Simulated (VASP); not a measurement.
Set up this calculation in VASP 6.6.1, as the native input.

| Item | Value |
| --- | --- |
| Task | single point |
| Functional | PBE |
| Potentials or basis | VASP PAW PBE potentials, release 64 (Na_pv, F) |
| Cutoff | 520 eV |
| k mesh | 8 × 8 × 8 |
| Occupations | gaussian, width 0.05 eV |
| Spin | no spin polarisation |
| Dipole correction | no |
| Further INCAR settings | ALGO = Normal; EDIFF = 1e-06; NBANDS = 14 |

The structure of NaF lies in POSCAR:

```
NaF
1.0
    0.0000000000      2.2361762500      2.3233000000
    2.4104237500      0.0000000000      2.3233000000
    2.4104237500      2.2361762500      0.0000000000
Na F
1 1
Direct
    0.0000000000      0.0000000000      0.0000000000
    0.5000000000      0.5000000000      0.5000000000
```

This cell differs from its parent crystal: strain +0.0375 x Voigt [1, -1, 0, 0, 0, 0].

The input as run:

INCAR

```
ALGO = Normal
EDIFF = 1E-6
ENCUT = 520
GGA = PE
ISIF = 2
ISMEAR = 0
LASPH = T
LCHARG = T
LELF = T
LREAL = F
LVHAR = T
LWAVE = F
NBANDS = 14
NELM = 60
PREC = Accurate
SIGMA = 0.05
```

KPOINTS

```
k-points
0
Gamma
  8 8 8
```

Potentials or basis: VASP PAW PBE potentials, release 64 (Na_pv, F).

Command:

```sh
$ cat potpaw_PBE.64/Na_pv/POTCAR potpaw_PBE.64/F/POTCAR > POTCAR
$ mpirun -np 1 vasp_std > vasp.out
```

Results of the run:

| Item | Value |
| --- | --- |
| Pressure | 2.2 GPa |
| Band gap on the k mesh | 6.25 eV, direct |

Caveat: the cell differs from its parent crystal (strain +0.0375 x Voigt [1, -1, 0, 0, 0, 0]).

Wall time 15 s on 1 thread of Intel(R) Xeon(R) Platinum 8488C (Sapphire Rapids), on a shared host, peak memory 0.15 GiB.
